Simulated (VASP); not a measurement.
Input of a VASP 6.6.1 run:

INCAR

```
PREC = Accurate
ENCUT = 520
EDIFF = 1E-6
ISMEAR = 0
SIGMA = 0.01
LREAL = F
LASPH = T
NELM = 80
ALGO = Normal
ISIF = 2
LWAVE = F
LCHARG = F
GGA = PE
NBANDS = 11
```

File KPOINTS:

```
regular mesh
0
Gamma
  4 4 4
```

File POSCAR:

```
MgS
1.0
    0.0000000000      2.8308768412      2.9441119149
    2.8308768412      0.0000000000      2.9441119149
    2.8308768412      2.8308768412      0.0000000000
Mg S
1 1
Direct
    0.0000000000      0.0000000000      0.0000000000
    0.2500000000      0.2500000000      0.2500000000
```

Potentials or basis: VASP PAW PBE potentials, release 64 (Mg, S).

Command:

```sh
$ cat potpaw_PBE.64/Mg/POTCAR potpaw_PBE.64/S/POTCAR > POTCAR
$ mpirun -np 1 vasp_std > vasp.out
```

Q: Estimate the band gap on the k mesh.

A: 3.22 eV, direct.

Q: Predict the pressure.

A: -1.2 GPa.

Stress tensor (GPa, compression positive):
```
-0.84  0.00  0.00
 0.00 -0.84  0.00
 0.00  0.00 -1.89
```

Caveat: the k points lie up to 0.47 Å⁻¹ apart; the cell differs from its parent crystal (uniaxial z strain +4.0%).
